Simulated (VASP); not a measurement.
# Nb in VASP: a series of runs

Runs on Nb. Level: PBE. Tasks: electric field gradients.

All numbers are computed with VASP 6.6.1; they aren't measurements. Logs are shortened: lines on timing, memory, paths and dates and some standing lists are left out, and cuts for length are marked.

## Step 1: The cell of the first run

It takes space group I4/mmm (No. 139, tetragonal). Conventional cell: a = 3.006 Å, b = 3.006 Å, c = 4.188 Å, α = 90.00°, β = 90.00°, γ = 90.00°. Within 3.9 Å of Nb (site symmetry 4/mmm) lie 12 Nb at 2.98 to 3.01 Å.

## Step 2: Electric field gradients, PBE (z stretched by -1 % at fixed volume)

Input file INCAR:

```
SYSTEM = Nb
ALGO = Normal ; EDIFF = 1E-8
ENCUT = 520 ; GGA = PE
ISIF = 2 ; ISMEAR = -1
LASPH = .True. ; LCHARG = .False.
LEFG = .True. ; LREAL = .False.
LWAVE = .False. ; NBANDS = 12
NELM = 80 ; PREC = Accurate
SIGMA = 0.08
```

Input file KPOINTS:

```
k-points
0
Gamma
  13 13 13
  0 0 0
```

Input file POSCAR:

```
Nb
1.0
    0.0000000000      2.1256549794      2.0938500000
    2.1256549794      0.0000000000      2.0938500000
    2.1256549794      2.1256549794      0.0000000000
Nb
1
Direct
    0.0000000000      0.0000000000      0.0000000000
```

Potentials or basis: VASP PAW PBE potentials, release 64 (Nb_sv).

The run is started by

```console
cat potpaw_PBE.64/Nb_sv/POTCAR > POTCAR
mpirun -np 1 vasp_std > vasp.out
```

OUTCAR:

```text
SYSTEM = Nb
   EDIFF = 1E-8
   ENCUT = 520
   GGA = PE
   ISIF = 2
   ISMEAR = -1
   LASPH = .True.
   LREAL = .False.
   NELM = 80
   PREC = Accurate

 ion  position               nearest neighbor table
   1  0.000  0.000  0.000-

  LATTYP: Found a body centered tetragonal cell.
 ALAT       =     3.0061301008
 C/A-ratio  =     1.3930534806

  Lattice vectors:

 A1 = (   0.0000000000,  -2.1256549794,  -2.0938500000)
 A2 = (   0.0000000000,   2.1256549794,  -2.0938500000)
 A3 = (   2.1256549794,   0.0000000000,   2.0938500000)

Analysis of symmetry for initial positions (statically):
=====================================================================
 Subroutine PRICEL returns:
 Original cell was already a primitive cell.

 Routine SETGRP: Setting up the symmetry group for a
 body centered tetragonal supercell.

 Subroutine GETGRP returns: Found 16 space group operations
 (whereof 16 operations were pure point group operations)
 out of a pool of 16 trial point group operations.

The static configuration has the point symmetry D_4h.

Analysis of symmetry for dynamics (positions and initial velocities):
=====================================================================
 Subroutine PRICEL returns:
 Original cell was already a primitive cell.

 Routine SETGRP: Setting up the symmetry group for a
 body centered tetragonal supercell.

 Subroutine GETGRP returns: Found 16 space group operations
 (whereof 16 operations were pure point group operations)
 out of a pool of 16 trial point group operations.

The dynamic configuration has the point symmetry D_4h.

 Subroutine INISYM returns: Found 16 space group operations
 (whereof 16 operations are pure point group operations),
 and found     1 'primitive' translations

----------------------------------------------------------------------------------------

                                     Primitive cell

  volume of cell :      18.9217

  direct lattice vectors                    reciprocal lattice vectors
     0.000000000  2.125654979  2.093850000    -0.235221616  0.235221616  0.238794565
     2.125654979  0.000000000  2.093850000     0.235221616 -0.235221616  0.238794565
     2.125654979  2.125654979  0.000000000     0.235221616  0.235221616 -0.238794565

  length of vectors
[... 121 lines left out ...]
  ---------------------------------------------------
  ext. energy  EPLUGINS =         0.00000000
  ---------------------------------------------------
  free energy    TOTEN  =        -9.91093052 eV

  energy without entropy =       -9.87813906  energy(sigma->0) =       -9.89453479

 E-fermi :  10.8358     XC(G=0): -12.2509

 val. band max:       10.8303047127   @ k =  -0.3846   0.0769   0.2308
 cond. band min:      10.8363008278   @ k =  -0.3846   0.2308   0.1538
 fundamental gap:      0.0059961151
 Fermi energy:        10.8358381401

 k-point     1 :       0.0000    0.0000    0.0000
  band No.  band energies     occupation
      1     -43.9538      2.00000
      2     -19.3560      2.00000
      3     -19.3560      2.00000
      4     -19.3552      2.00000
      5       4.6467      2.00000
      6      10.9038      0.59902
      7      10.9038      0.59902
      8      11.0778      0.09272
      9      13.4074      0.00000
     10      13.6365      0.00000
     11      22.6664      0.00000
     12      27.2563      0.00000
[... 331 lines left out ...]
 k-point    24 :       0.4615    0.1538    0.0000
  band No.  band energies     occupation
      1     -43.7606      2.00000
      2     -20.3733      2.00000
      3     -19.6271      2.00000
      4     -19.5798      2.00000
      5       7.6723      2.00000
      6       9.8776      1.99999
      7      10.8699      0.79046
      8      11.5070      0.00045
      9      15.5709      0.00000
     10      15.9458      0.00000
     11      21.4951      0.00000
     12      24.3904      0.00000

 [... further k-points ...]
[... 5 lines left out ...]
  --------------------------------------------------------------------------------------
  -------------------------------------------------------------------------------------
  Total       -0.0171660     -0.0171660     -0.4858604      0.0000000      0.0000000      0.0000000
  in kB       -1.4535159     -1.4535159    -41.1396844      0.0000000      0.0000000      0.0000000
  external PRESSURE =     -14.6822387 kB  Pullay stress =       0.0000000 kB

 VOLUME and BASIS-vectors are now :
 -----------------------------------------------------------------------------
  energy-cutoff  :      520.00
  volume of cell :       18.92
      direct lattice vectors                 reciprocal lattice vectors
     0.000000000  2.125654979  2.093850000    -0.235221616  0.235221616  0.238794565
     2.125654979  0.000000000  2.093850000     0.235221616 -0.235221616  0.238794565
     2.125654979  2.125654979  0.000000000     0.235221616  0.235221616 -0.238794565

 POSITION                                       TOTAL-FORCE (eV/Angst)
 -----------------------------------------------------------------------------------
      0.00000      0.00000      0.00000         0.000000      0.000000      0.000000
 -----------------------------------------------------------------------------------
    total drift:                                0.000000      0.000000     -0.000000

  FREE ENERGIE OF THE ION-ELECTRON SYSTEM (eV)
  ---------------------------------------------------
  free  energy   TOTEN  =        -9.9109305200 eV

  energy  without entropy=       -9.8781390635  energy(sigma->0) =       -9.89453479

 Electric field gradients (V/A^2)
---------------------------------------------------------------------
 ion       V_xx      V_yy      V_zz      V_xy      V_xz      V_yz
---------------------------------------------------------------------
   1      -4.520    -4.520     9.040     0.000    -0.000    -0.000
---------------------------------------------------------------------

 Electric field gradients after diagonalization (V/A^2)
 (convention: |V_zz| > |V_xx| > |V_yy|)
----------------------------------------------------------------------
 ion       V_xx      V_yy      V_zz     asymmetry (V_yy - V_xx)/ V_zz
----------------------------------------------------------------------
   1      -4.520    -4.520     9.040       0.000
----------------------------------------------------------------------

           NMR quadrupolar parameters

 Cq : quadrupolar parameter    Cq=e*Q*V_zz/h
 eta: asymmetry parameters     (V_yy - V_xx)/ V_zz
 Q  : nuclear electric quadrupole moment in mb (millibarn)
----------------------------------------------------------------------
 ion       Cq(MHz)       eta       Q (mb)
----------------------------------------------------------------------
   1       0.022       0.000       1.000
----------------------------------------------------------------------
```

OSZICAR:

```text
N       E                     dE             d eps       ncg     rms          rms(c)
DAV:   1     0.116268818951E+03    0.11627E+03   -0.72330E+03  4728   0.107E+03
DAV:   2    -0.549863867281E+01   -0.12177E+03   -0.11731E+03  5132   0.386E+02
DAV:   3    -0.100710188044E+02   -0.45724E+01   -0.43527E+01  6820   0.653E+01
DAV:   4    -0.103743529468E+02   -0.30333E+00   -0.30132E+00  6728   0.151E+01
DAV:   5    -0.103847201879E+02   -0.10367E-01   -0.10359E-01  6904   0.226E+00    0.656E+00
DAV:   6    -0.995814500068E+01    0.42658E+00   -0.67186E-01  7476   0.102E+01    0.232E+00
DAV:   7    -0.990636189583E+01    0.51783E-01   -0.20281E-01  7744   0.557E+00    0.101E+00
DAV:   8    -0.991086793017E+01   -0.45060E-02   -0.13067E-02  5672   0.150E+00    0.406E-02
DAV:   9    -0.991091699264E+01   -0.49062E-04   -0.89086E-04  8036   0.310E-01    0.391E-02
DAV:  10    -0.991093496958E+01   -0.17977E-04   -0.16035E-05  5612   0.557E-02    0.145E-02
DAV:  11    -0.991093072894E+01    0.42406E-05   -0.74905E-06  6124   0.466E-02    0.243E-03
DAV:  12    -0.991093064836E+01    0.80581E-07   -0.53437E-07  6948   0.621E-03    0.650E-04
DAV:  13    -0.991093052125E+01    0.12711E-06   -0.10578E-08  4936   0.115E-03    0.642E-05
DAV:  14    -0.991093051996E+01    0.12901E-08   -0.21749E-09  3520   0.712E-04
   1 F= -.99109305E+01 E0= -.98945348E+01  d E =-.327915E-01
```

stdout:

```text
POSCAR found type information on POSCAR Nb
 POSCAR found :  1 types and       1 ions
 scaLAPACK will be used
 LDA part: xc-table for (Slater+PW92), standard interpolation
 POSCAR, INCAR and KPOINTS ok, starting setup
 FFT: planning ... GRIDC
 FFT: planning ... GRID_SOFT
 FFT: planning ... GRID
 WAVECAR not read
 entering main loop
ion   1
```

It took 15 s on 1 thread of Intel Xeon 6975P-C (Granite Rapids), shared host; peak memory 0.17 GiB.

Results:

- Free energy: -9.9109 eV
- Pressure: -1.5 GPa

Stress tensor (GPa, compression positive):
```
-0.15  0.00  0.00
 0.00 -0.15  0.00
 0.00  0.00 -4.11
```

Electric field gradients, principal values (V/Å²):
| atom | least | middle | greatest (by size) |
| --- | --- | --- | --- |
| 1 Nb | -4.520 | -4.520 | 9.040 |

Caveat: without QUAD_EFG the Cq values of the log hold for a quadrupole moment of 1 mb, not for the nuclei.

## Step 3: Electric field gradients, PBE (xy shear strain of -1 %)

Input file INCAR:

```
  ALGO = Normal
  EDIFF = 1E-8
  ENCUT = 520
  GGA = PE
  ISIF = 2
  ISMEAR = -1
  LASPH = True
  LCHARG = False
  LEFG = True
  LREAL = False
  LWAVE = False
  NBANDS = 12
  NELM = 100
  PREC = Accurate
  SIGMA = 0.08
```

Input file KPOINTS:

```
k-points
0
Gamma
  13 13 13
```

Input file POSCAR:

```
Nb
1.0
   -0.0105750000      2.1150000000      2.1150000000
    2.1150000000     -0.0105750000      2.1150000000
    2.1044250000      2.1044250000      0.0000000000
Nb
1
Direct
    0.0000000000      0.0000000000      0.0000000000
```

Potentials or basis: VASP PAW PBE potentials, release 64 (Nb_sv).

The run is started by

```console
cat potpaw_PBE.64/Nb_sv/POTCAR > POTCAR
mpirun -np 1 vasp_std > vasp.out
```

OUTCAR:

```text
EDIFF = 1E-8
   ENCUT = 520
   GGA = PE
   ISIF = 2
   ISMEAR = -1
   LASPH = True
   LREAL = False
   NELM = 100
   PREC = Accurate

 ion  position               nearest neighbor table
   1  0.000  0.000  0.000-

  LATTYP: Found a body centered orthorhombic cell.
 ALAT       =     2.9761063760
 B/A-ratio  =     1.0100502513
 C/A-ratio  =     1.4213201632

  Lattice vectors:

 A1 = (   0.0105750000,  -2.1150000000,  -2.1150000000)
 A2 = (  -0.0105750000,   2.1150000000,  -2.1150000000)
 A3 = (   2.1150000000,  -0.0105750000,   2.1150000000)

Analysis of symmetry for initial positions (statically):
=====================================================================
 Subroutine PRICEL returns:
 Original cell was already a primitive cell.

[... 542 lines left out ...]
  in kB      -14.0930323    -14.0930323    -14.4196999     -4.2900359      0.0000000      0.0000000
  external PRESSURE =     -14.2019215 kB  Pullay stress =       0.0000000 kB

 VOLUME and BASIS-vectors are now :
 -----------------------------------------------------------------------------
  energy-cutoff  :      520.00
  volume of cell :       18.92
      direct lattice vectors                 reciprocal lattice vectors
    -0.010575000  2.115000000  2.115000000    -0.235230467  0.235230467  0.236406619
     2.115000000 -0.010575000  2.115000000     0.235230467 -0.235230467  0.236406619
     2.104425000  2.104425000  0.000000000     0.237594592  0.237594592 -0.236406619

 POSITION                                       TOTAL-FORCE (eV/Angst)
 -----------------------------------------------------------------------------------
      0.00000      0.00000      0.00000         0.000000     -0.000000      0.000000
 -----------------------------------------------------------------------------------
    total drift:                               -0.000000      0.000000     -0.000000

  FREE ENERGIE OF THE ION-ELECTRON SYSTEM (eV)
  ---------------------------------------------------
  free  energy   TOTEN  =        -9.9088381444 eV

  energy  without entropy=       -9.8759010391  energy(sigma->0) =       -9.89236959

 Electric field gradients (V/A^2)
---------------------------------------------------------------------
 ion       V_xx      V_yy      V_zz      V_xy      V_xz      V_yz
---------------------------------------------------------------------
   1       0.061     0.061    -0.121     1.136     0.000     0.000
---------------------------------------------------------------------

 Electric field gradients after diagonalization (V/A^2)
 (convention: |V_zz| > |V_xx| > |V_yy|)
----------------------------------------------------------------------
 ion       V_xx      V_yy      V_zz     asymmetry (V_yy - V_xx)/ V_zz
----------------------------------------------------------------------
   1      -1.075    -0.121     1.196       0.798
----------------------------------------------------------------------

           NMR quadrupolar parameters

 Cq : quadrupolar parameter    Cq=e*Q*V_zz/h
 eta: asymmetry parameters     (V_yy - V_xx)/ V_zz
 Q  : nuclear electric quadrupole moment in mb (millibarn)
----------------------------------------------------------------------
 ion       Cq(MHz)       eta       Q (mb)
----------------------------------------------------------------------
   1       0.003       0.798       1.000
----------------------------------------------------------------------
```

OSZICAR:

```text
N       E                     dE             d eps       ncg     rms          rms(c)
DAV:   1     0.116671227994E+03    0.11667E+03   -0.72503E+03  8272   0.107E+03
DAV:   2    -0.548736598305E+01   -0.12216E+03   -0.11804E+03  8928   0.387E+02
DAV:   3    -0.100796184016E+02   -0.45923E+01   -0.43685E+01 11908   0.654E+01
DAV:   4    -0.103716513705E+02   -0.29203E+00   -0.28974E+00 11740   0.151E+01
DAV:   5    -0.103826991927E+02   -0.11048E-01   -0.11043E-01 12072   0.236E+00    0.656E+00
DAV:   6    -0.995607184864E+01    0.42663E+00   -0.67192E-01 13148   0.102E+01    0.232E+00
DAV:   7    -0.990428462074E+01    0.51787E-01   -0.20327E-01 13540   0.557E+00    0.101E+00
DAV:   8    -0.990877642837E+01   -0.44918E-02   -0.12976E-02  9904   0.150E+00    0.420E-02
DAV:   9    -0.990882467359E+01   -0.48245E-04   -0.89947E-04 13960   0.314E-01    0.392E-02
DAV:  10    -0.990884272038E+01   -0.18047E-04   -0.16081E-05  9820   0.563E-02    0.143E-02
DAV:  11    -0.990883840634E+01    0.43140E-05   -0.67140E-06 10696   0.438E-02    0.266E-03
DAV:  12    -0.990883826396E+01    0.14238E-06   -0.53656E-07 12948   0.760E-03    0.654E-04
DAV:  13    -0.990883814550E+01    0.11846E-06   -0.55195E-09  7648   0.899E-04    0.106E-04
DAV:  14    -0.990883814435E+01    0.11476E-08   -0.33674E-09  6180   0.968E-04
   1 F= -.99088381E+01 E0= -.98923696E+01  d E =-.329371E-01
```

Wall time 25 s (1 thread of Intel Xeon 6975P-C (Granite Rapids), shared host); peak memory 0.19 GiB.

What came out:

| Item | Value |
| --- | --- |
| Free energy | -9.9088 eV |
| Pressure | -1.4 GPa |

Stress tensor (GPa, compression positive):
```
-1.41 -0.43  0.00
-0.43 -1.41  0.00
 0.00  0.00 -1.44
```

Levels at points of the mesh, in eV from the Fermi level:
```csv
k point,band 3,band 4,band 5,band 6,band 7,band 8,band 9,band 10
"(0.00, 0.00, 0.00)",-30.19,-30.18,-6.19,0.05,0.12,0.20,2.69,2.69
```

Electric field gradients, principal values (V/Å²):
| atom | least | middle | greatest (by size) |
| --- | --- | --- | --- |
| 1 Nb | -0.121 | -1.075 | 1.196 |

Caveat: the cell differs from its parent crystal (xy shear strain of -1 %); without QUAD_EFG the Cq values of the log hold for a quadrupole moment of 1 mb, not for the nuclei.

[end of part 1 of 3]
